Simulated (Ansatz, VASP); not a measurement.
## HfO2: VASP beside Ansatz

File INCAR:

```
  PREC = Accurate
  ENCUT = 520
  EDIFF = 1E-6
  ISMEAR = -1
  SIGMA = 0.02
  LREAL = F
  LASPH = T
  NELM = 80
  ALGO = Normal
  ISIF = 2
  LWAVE = F
  LCHARG = T
  GGA = PE
  LELF = T
  LVHAR = T
  NBANDS = 18
```

The input KPOINTS:

```
regular mesh
0
Gamma
  8 8 8
```

The input POSCAR:

```
HfO2
1.0
    0.0000000000      2.5291822339      2.5291822339
    2.5291822339      0.0000000000      2.5291822339
    2.5291822339      2.5291822339      0.0000000000
Hf O
1 2
Direct
    0.0000000000      0.0000000000      0.0000000000
    0.7500000000      0.7500000000      0.7500000000
    0.2500000000      0.2500000000      0.2500000000
```

Input for Ansatz:

```yaml
crystal:
  lattice:
    - [0.0, 2.5291822339, 2.5291822339]
    - [2.5291822339, 0.0, 2.5291822339]
    - [2.5291822339, 2.5291822339, 0.0]
  atoms:
    - { symbol: Hf, position: [0.0, 0.0, 0.0] }
    - { symbol: O, position: [0.75, 0.75, 0.75] }
    - { symbol: O, position: [0.25, 0.25, 0.25] }
kpoints:
  mp_grid: { grid: [8, 8, 8] }
  band_path:
    path:
      - [[0.0, 0.0, 0.0], [0.5, 5.823546277085e-35, 0.5], [0.625, 0.25, 0.625]]
      - [[0.375, 0.375, 0.75], [0.0, 0.0, 0.0], [0.5, 0.5, 0.5], [0.5, 0.25, 0.75], [0.5, 5.823546277085e-35, 0.5]]
    npoints: 10
hamiltonian:
  xc: pbe
scf:
  occupations: { method: fermi_dirac, width: 0.02 }
  n_extra_bands: 4
output:
  forces: true
  stress: true
  eigenvalues: true
  write_density: true
  write_potential: true
  elf: true
  volumetric_format: npy
```

Alike in both runs: task single point; functional PBE; k mesh 8 × 8 × 8; occupations fermi-dirac, width 0.02 eV; no spin polarisation.

|  | VASP | Ansatz |
| --- | --- | --- |
| version | VASP 6.6.1 | Ansatz 0.2.0 |
| potentials or method | VASP PAW PBE potentials, release 64 (Hf_pv, O) | plane waves, PAW |
| plane-wave cutoff (eV) | 520 | 420 |
| valence electrons in the cell | 22 | 38 |

```tsv
	VASP	Ansatz	Ansatz less VASP
gap on the k mesh at the Fermi level (eV)	3.82	3.80	-0.017
pressure (GPa)	2.1	6.0	+3.84
```

VASP's potentials hold 22 valence electrons a cell and Ansatz's 38, so a difference there can come from the potentials and not from the codes.

Spin-orbit coupling is off throughout.
